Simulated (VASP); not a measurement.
Au:

```
CELL_PARAMETERS angstrom
-1.63487 1.63487 1.63487
1.63487 -1.63487 1.63487
1.63487 1.63487 -1.63487
ATOMIC_POSITIONS crystal
Au 0.00000 0.00000 0.00000
```

This cell differs from its parent crystal: volume scaled by 0.96.

Base run:

| Quantity | Value |
| --- | --- |
| Program | VASP 6.6.1 |
| Functional | PBEsol |
| Potentials or basis | VASP PAW PBE potentials, release 64 (Au) |
| Cutoff | 520 eV |
| k mesh | 11 × 11 × 11 |
| Occupations | fermi-dirac, width 0.05 eV |
| Spin | no spin polarisation |

Its results: pressure -3.8 GPa.

Task: The run is repeated on the same cell with these changes: functional from PBEsol to r2SCAN. What comes out?

Result: Pressure 1.9 GPa.

Caveats: the PAW data sets were made with another functional, which shifts forces and pressure a little.
